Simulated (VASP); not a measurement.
# MgO (Imm2) in VASP: notebook

MgO is run at these levels: PBE; tasks: single point.

Program: VASP 6.6.1. These are calculated values, not measurements. Logs are shortened: lines on timing, memory, paths and dates and some standing lists are left out, and cuts for length are marked.

## Step 1: The cell of the first run

Symmetry: Imm2, No. 44, orthorhombic system. Conventional cell: a = 3.020 Å, b = 4.270 Å, c = 3.020 Å, α = 90.00°, β = 90.00°, γ = 90.00°. Mg (site symmetry mm2) has 6 O at 2.07 to 2.21 Å within 2.7 Å. O (site symmetry mm2) has 6 Mg at 2.07 to 2.21 Å within 2.7 Å.

## Step 2: Single point, PBE (all O atoms moved -0.100 Å, as atom 2 along Cartesian [1 1 0])

Input file INCAR:

```
SYSTEM = MgO
PREC     = Accurate       ! precision mode
ENCUT    = 600            ! plane-wave cutoff, eV
EDIFF    = 1E-6           ! SCF threshold, eV
ISMEAR   = 0              ! smearing method
SIGMA    = 0.05           ! smearing width, eV
LREAL    = .False.        ! projectors in reciprocal space
LASPH    = .True.         ! aspherical terms in the spheres
NELM     = 120            ! most SCF steps
ALGO     = Normal         ! electronic algorithm
ISIF     = 2              ! what is computed and relaxed
LWAVE    = .False.        ! write WAVECAR
LCHARG   = .True.         ! write CHGCAR
GGA      = PE             ! functional
LELF     = .True.         ! ELF
LVHAR    = .True.       
NBANDS   = 11             ! bands
GGA_COMPAT= .False.
```

Input file KPOINTS:

```
regular mesh
0
Gamma
  10 10 10
  0 0 0
```

Input file POSCAR:

```
MgO
1.0
    0.0000000000      2.1351500000      2.1351500000
    2.1351500000      0.0000000000      2.1351500000
    2.1351500000      2.1351500000      0.0000000000
Mg O
1 1
Direct
    0.0000000000      0.0000000000      0.0000000000
    0.5000000000      0.5000000000      0.4668825712
```

Potentials or basis: VASP PAW PBE potentials, release 64 (Mg, O).

Run with:

```bash
> cat potpaw_PBE.64/Mg/POTCAR potpaw_PBE.64/O/POTCAR > POTCAR
> mpirun -np 1 vasp_std > vasp.out
```

OUTCAR:

```text
SYSTEM = MgO
   PREC = Accurate
   ENCUT = 600
   EDIFF = 1E-6
   ISMEAR = 0
   LREAL = .False.
   LASPH = .True.
   NELM = 120
   ISIF = 2
   GGA = PE

 ion  position               nearest neighbor table
   1  0.000  0.000  0.000-   2 2.07   2 2.07   2 2.14   2 2.14   2 2.21   2 2.21
   2  0.500  0.500  0.467-   1 2.07   1 2.07   1 2.14   1 2.14   1 2.21   1 2.21

  LATTYP: Found a face centered cubic cell.
 ALAT       =     4.2703000000

  Lattice vectors:

 A1 = (   0.0000000000,   2.1351500000,   2.1351500000)
 A2 = (   2.1351500000,   0.0000000000,   2.1351500000)
 A3 = (   2.1351500000,   2.1351500000,   0.0000000000)

Analysis of symmetry for initial positions (statically):
=====================================================================
 Subroutine PRICEL returns:
 Original cell was already a primitive cell.

 Routine SETGRP: Setting up the symmetry group for a
 face centered cubic supercell.

 Subroutine GETGRP returns: Found  4 space group operations
 (whereof  4 operations were pure point group operations)
 out of a pool of 48 trial point group operations.

The static configuration has the point symmetry C_2v.

Analysis of symmetry for dynamics (positions and initial velocities):
=====================================================================
 Subroutine PRICEL returns:
 Original cell was already a primitive cell.

 Routine SETGRP: Setting up the symmetry group for a
 face centered cubic supercell.

 Subroutine GETGRP returns: Found  4 space group operations
 (whereof  4 operations were pure point group operations)
 out of a pool of 48 trial point group operations.

The dynamic configuration has the point symmetry C_2v.

 Subroutine INISYM returns: Found  4 space group operations
 (whereof  4 operations are pure point group operations),
 and found     1 'primitive' translations

----------------------------------------------------------------------------------------

                                     Primitive cell

  volume of cell :      19.4677

  direct lattice vectors                    reciprocal lattice vectors
     0.000000000  2.135150000  2.135150000    -0.234175585  0.234175585  0.234175585
     2.135150000  0.000000000  2.135150000     0.234175585 -0.234175585  0.234175585
     2.135150000  2.135150000  0.000000000     0.234175585  0.234175585 -0.234175585

  length of vectors
     3.019558088  3.019558088  3.019558088     0.405604011  0.405604011  0.405604011

  position of ions in fractional coordinates (direct lattice)
     0.000000000  0.000000000  0.000000000
     0.500000000  0.500000000  0.466882571

  ion indices of the primitive-cell ions
   primitive index   ion index
                 1           1
                 2           2

----------------------------------------------------------------------------------------

 KPOINTS: regular mesh

Automatic generation of k-mesh.
 Grid dimensions read from file:
 generate k-points for:   10   10   10

 Generating k-lattice:

  Cartesian coordinates                     Fractional coordinates (reciprocal lattice)
    -0.023417558  0.023417558  0.023417558     0.100000000  0.000000000  0.000000000
     0.023417558 -0.023417558  0.023417558     0.000000000  0.100000000  0.000000000
     0.023417558  0.023417558 -0.023417558     0.000000000  0.000000000  0.100000000

  Length of vectors
     0.040560401  0.040560401  0.040560401

  Shift w.r.t. Gamma in fractional coordinates (k-lattice)
     0.000000000  0.000000000  0.000000000

 Subroutine IBZKPT returns following result:
 ===========================================

 Found    171 irreducible k-points:

 Following reciprocal coordinates:
            Coordinates               Weight
  0.000000  0.000000  0.000000      1.000000
  0.100000  0.000000  0.000000      4.000000
  0.000000  0.000000  0.100000      4.000000
  0.200000  0.000000  0.000000      4.000000
  0.000000  0.000000  0.200000      4.000000
  0.300000  0.000000  0.000000      4.000000
[... 16 lines left out ...]
  0.000000  0.400000  0.100000      8.000000
  0.100000  0.000000  0.400000      8.000000
 [... further k-points ...]
   k-points           NKPTS =    171   k-points in BZ     NKDIM =    171   number of bands    NBANDS=     11
   number of dos      NEDOS =    301   number of ions     NIONS =      2
   total plane-waves  NPLWV =  13824
   dimension x,y,z NGX =    24 NGY =   24 NGZ =   24
   dimension x,y,z NGXF=    48 NGYF=   48 NGZF=   48
   ions per type =               1   1
   NGX,Y,Z   is equivalent  to a cutoff of  13.21, 13.21, 13.21 a.u.
   NGXF,Y,Z  is equivalent  to a cutoff of  26.43, 26.43, 26.43 a.u.
 SYSTEM =  MgO
   PREC   = accura    normal or accurate (medium, high low for compatibility)
   ISTART =      0    job   : 0-new  1-cont  2-samecut
   ICHARG =      2    charge: 1-file 2-atom 10-const
   ISPIN  =      1    spin polarized calculation?
   LNONCOLLINEAR =      F non collinear calculations
   LSORBIT =      F    spin-orbit coupling
   LASPH  =      T    aspherical Exc in radial PAW
   ENCUT  =  600.0 eV  44.10 Ry    6.64 a.u.   6.03  6.03  6.03*2*pi/ulx,y,z
   NELM   =    120;   NELMIN=  2; NELMDL= -5     # of ELM steps
   EDIFF  = 0.1E-05   stopping-criterion for ELM
   LREAL  =      F    real-space projection
   EDIFFG = 0.1E-04   stopping-criterion for IOM
   NSW    =      0    number of steps for IOM
   IBRION =     -1    ionic relax: 0-MD 1-quasi-New 2-CG
   NFREE  =      0    steps in history (QN), initial steepest desc. (CG)
   ISIF   =      2    stress and relaxation
   ISYM   =      2    0-nonsym 1-usesym 2-fastsym
   POTIM  = 0.5000    time-step for ionic-motion
   TEBEG  =    0.0;   TEEND  =   0.0 temperature during run
   PSTRESS=    0.0 pullay stress
   NELECT =       8.0000    total number of electrons
   NUPDOWN=      -1.0000    fix difference up-down
   EMIN   =  10.00;   EMAX   =-10.00  energy-range for DOS
   EFERMI =   0.00;   METHOD = LEGACY
   ISMEAR =     0;   SIGMA  =   0.05  broadening in eV -4-tet -1-fermi 0-gaus
   EFERMI_NEDOS =   21; number of points for ismear=-14 and -15
   IALGO  =     38    algorithm
   IMIX   =      4    mixing-type and parameters
     AMIX     =   0.40;   BMIX     =  1.00
     AMIX_MAG =   1.60;   BMIX_MAG =  1.00
  volume/ion in A,a.u.               =       9.73        65.69
  Fermi-wavevector in a.u.,A,eV,Ry     =   1.217119  2.300022 20.155386  1.481379
  Thomas-Fermi vector in A             =   2.352450
   LORBIT       =      0    0 simple, 1 ext, 2 COOP (PROOUT), +10 PAW based schemes
   GGA     = PE    functional components
   LHFCALC =     F    Hartree Fock is set to
   AEXX    =    0.0000 exact exchange contribution
   IVDW    =     0    specifies the selected vdW correction
   LEPSILON=     F    determine dielectric tensor
   LRPA    =     F    only Hartree local field effects (RPA)
 non-spin polarized calculation
 Gauss-broadening in eV      SIGMA  =   0.05
  energy-cutoff  :      600.00
  volume of cell :       19.47
 maximum number of plane-waves:       666
   NGX = 13   NGY = 13   NGZ = 13

 number of electron       8.0000000 magnetization

 Free energy of the ion-electron system (eV)
  ---------------------------------------------------
  ext. energy  EPLUGINS =         0.00000000
  ---------------------------------------------------
  free energy    TOTEN  =       -11.89011903 eV

  energy without entropy =      -11.89011903  energy(sigma->0) =      -11.89011903

 E-fermi :   3.1632     XC(G=0): -10.8815

 val. band max:        2.8750398155   @ k =   0.0000   0.0000   0.0000
 cond. band min:       7.2089153531   @ k =   0.0000   0.0000   0.0000
 fundamental gap:      4.3338755376
 Fermi energy:         3.1632048941

 k-point     1 :       0.0000    0.0000    0.0000
  band No.  band energies     occupation
      1     -14.1797      2.00000
      2       2.8586      2.00000
      3       2.8740      2.00000
      4       2.8750      2.00000
      5       7.2089      0.00000
      6      18.4475      0.00000
      7      18.4865      0.00000
      8      18.5055      0.00000
      9      22.2355      0.00000
     10      23.9990      0.00000
     11      24.0087      0.00000

 k-point     2 :       0.1000    0.0000    0.0000
  band No.  band energies     occupation
      1     -14.0817      2.00000
      2       2.2184      2.00000
      3       2.8072      2.00000
      4       2.8187      2.00000
      5       7.8398      0.00000
      6      17.2041      0.00000
      7      18.6926      0.00000
      8      18.7320      0.00000
      9      23.2078      0.00000
     10      23.2115      0.00000
     11      23.8381      0.00000

 k-point     3 :       0.0000    0.0000    0.1000
  band No.  band energies     occupation
      1     -14.0817      2.00000
      2       2.2298      2.00000
      3       2.7965      2.00000
      4       2.8141      2.00000
      5       7.8426      0.00000
      6      17.2377      0.00000
      7      18.6693      0.00000
      8      18.7171      0.00000
      9      23.2029      0.00000
     10      23.2245      0.00000
     11      23.8407      0.00000

 k-point     4 :       0.2000    0.0000    0.0000
  band No.  band energies     occupation
      1     -13.8130      2.00000
      2       0.9447      2.00000
      3       2.6504      2.00000
      4       2.6624      2.00000
      5       9.0375      0.00000
      6      15.6700      0.00000
      7      19.1059      0.00000
      8      19.1333      0.00000
      9      22.5202      0.00000
     10      22.5520      0.00000
     11      24.5056      0.00000

 k-point     5 :       0.0000    0.0000    0.2000
  band No.  band energies     occupation
      1     -13.8130      2.00000
      2       0.9522      2.00000
      3       2.6386      2.00000
      4       2.6566      2.00000
      5       9.0447      0.00000
      6      15.6976      0.00000
      7      19.0935      0.00000
      8      19.1341      0.00000
      9      22.5179      0.00000
     10      22.5293      0.00000
     11      24.5018      0.00000
[... 211 lines left out ...]
 k-point    21 :       0.1000    0.1000   -0.2000
  band No.  band energies     occupation
      1     -13.5124      2.00000
      2       0.0664      2.00000
      3       2.3567      2.00000
      4       2.3642      2.00000
      5      10.1395      0.00000
      6      14.7861      0.00000
      7      18.6033      0.00000
      8      19.2918      0.00000
      9      21.3589      0.00000
     10      24.1602      0.00000
     11      25.3782      0.00000

 k-point    22 :       0.4000    0.1000    0.0000
  band No.  band energies     occupation
      1     -13.1777      2.00000
      2      -0.8938      2.00000
      3       2.1152      2.00000
      4       2.2474      2.00000
      5      10.7747      0.00000
      6      14.6460      0.00000
      7      17.9310      0.00000
      8      19.3067      0.00000
      9      22.5031      0.00000
     10      24.6825      0.00000
     11      25.1782      0.00000

 k-point    23 :       0.0000    0.4000    0.1000
  band No.  band energies     occupation
      1     -13.1778      2.00000
      2      -0.8925      2.00000
      3       2.1249      2.00000
      4       2.2384      2.00000
      5      10.7699      0.00000
      6      14.6442      0.00000
      7      18.0009      0.00000
      8      19.1980      0.00000
      9      22.5774      0.00000
     10      24.7768      0.00000
     11      25.0351      0.00000

 k-point    24 :       0.1000    0.0000    0.4000
  band No.  band energies     occupation
      1     -13.1775      2.00000
      2      -0.8897      2.00000
      3       2.1081      2.00000
      4       2.2358      2.00000
      5      10.7837      0.00000
      6      14.6679      0.00000
      7      18.0112      0.00000
      8      19.2175      0.00000
      9      22.5037      0.00000
     10      24.7846      0.00000
     11      25.0341      0.00000

 [... further k-points ...]

------------------------ aborting loop because EDIFF is reached ----------------------------------------

  FORCE on cell =-STRESS in cart. coord.  units (eV):
  Direction    XX          YY          ZZ          XY          YZ          ZX
  --------------------------------------------------------------------------------------
  -------------------------------------------------------------------------------------
  Total       -0.1566070     -0.1566070     -0.3427878     -0.0257079      0.0000000      0.0000000
  in kB      -12.8886235    -12.8886235    -28.2111504     -2.1157357      0.0000000      0.0000000
  external PRESSURE =     -17.9961325 kB  Pullay stress =       0.0000000 kB

 VOLUME and BASIS-vectors are now :
 -----------------------------------------------------------------------------
  energy-cutoff  :      600.00
  volume of cell :       19.47
      direct lattice vectors                 reciprocal lattice vectors
     0.000000000  2.135150000  2.135150000    -0.234175585  0.234175585  0.234175585
     2.135150000  0.000000000  2.135150000     0.234175585 -0.234175585  0.234175585
     2.135150000  2.135150000  0.000000000     0.234175585  0.234175585 -0.234175585

 POSITION                                       TOTAL-FORCE (eV/Angst)
 -----------------------------------------------------------------------------------
      0.00000      0.00000      0.00000        -0.323736     -0.323736      0.000000
      2.06444      2.06444      2.13515         0.323736      0.323736     -0.000000
 -----------------------------------------------------------------------------------
    total drift:                               -0.000005     -0.000005     -0.000001

  FREE ENERGIE OF THE ION-ELECTRON SYSTEM (eV)
  ---------------------------------------------------
  free  energy   TOTEN  =       -11.8901190349 eV

  energy  without entropy=      -11.8901190349  energy(sigma->0) =      -11.89011903
```

It used 52 s of CPU time on 1 thread of AMD EPYC 7R13 Processor (Zen 3) (shared host).

What came out:

```yaml
Free_energy: -11.8901 eV
Pressure: -1.8 GPa
Largest_force: 0.458 eV/Å
Band_gap_on_the_k_mesh: 4.33 eV, direct
```

Forces on the atoms (eV/Å):
```
Mg  -0.324 -0.324  0.000
O    0.324  0.324  0.000
```

Caveat: the cell differs from its parent crystal (all O atoms moved -0.100 Å, as atom 2 along Cartesian [1 1 0]).

## Step 3: Single point, PBE (all O atoms moved +0.075 Å, as atom 2 along Cartesian [1 1 0])

Input file INCAR:

```
  ALGO = Normal
  EDIFF = 1E-6
  ENCUT = 600
  GGA = PE
  GGA_COMPAT = F
  ISIF = 2
  ISMEAR = 0
  LASPH = T
  LCHARG = T
  LELF = T
  LREAL = F
  LVHAR = T
  LWAVE = F
  NBANDS = 11
  NELM = 120
  PREC = Accurate
  SIGMA = 0.05
```

Input file KPOINTS:

```
k-points
0
Gamma
  10 10 10
```

POSCAR, as its differences from that of step 2:

```diff
@@ -9,2 +9,2 @@
     0.0000000000      0.0000000000      0.0000000000
-    0.5000000000      0.5000000000      0.4668825712
+    0.5000000000      0.5000000000      0.5248380716
```

Potentials or basis: VASP PAW PBE potentials, release 64 (Mg, O).

Run with:

```bash
> cat potpaw_PBE.64/Mg/POTCAR potpaw_PBE.64/O/POTCAR > POTCAR
> mpirun -np 1 vasp_std > vasp.out
```

It used 52 s of CPU time on 1 thread of AMD EPYC 7R13 Processor (Zen 3) (shared host).

It converged, with:

- Free energy: -11.9001 eV
- Pressure: -2.2 GPa
- Largest force: 0.341 eV/Å
- Band gap on the k mesh: 4.33 eV, direct

Forces on the atoms (eV/Å):
```
Mg   0.241  0.241  0.000
O   -0.241 -0.241  0.000
```

Stress tensor (GPa, compression positive):
```
-1.91 -0.12  0.00
-0.12 -1.91  0.00
 0.00  0.00 -2.77
```

Levels at points of the mesh, in eV from the valence-band top:
```
           k point  band 1  band 2  band 3  band 4  band 5  band 6  band 7  band 8  band 9
(0.00, 0.00, 0.00)  -17.06   -0.01    0.00    0.00    4.33   15.57   15.59   15.60   19.37
(0.50, 0.00, 0.00)  -15.88   -4.44   -0.61   -0.60    7.64   12.11   15.88   15.92   20.26
(0.00, 0.00, 0.50)  -15.87   -4.43   -0.61   -0.60    7.65   12.13   15.89   15.91   20.27
(0.50, 0.50, 0.00)  -15.63   -3.91   -1.30   -1.29    9.09    9.51   12.67   18.34   18.40
(0.00, 0.50, 0.50)  -15.63   -3.91   -1.29   -1.29    9.08    9.50   12.67   18.35   18.38
```

Caveat: the cell differs from its parent crystal (all O atoms moved +0.075 Å, as atom 2 along Cartesian [1 1 0]).

(Part 1 of 2 ends here.)
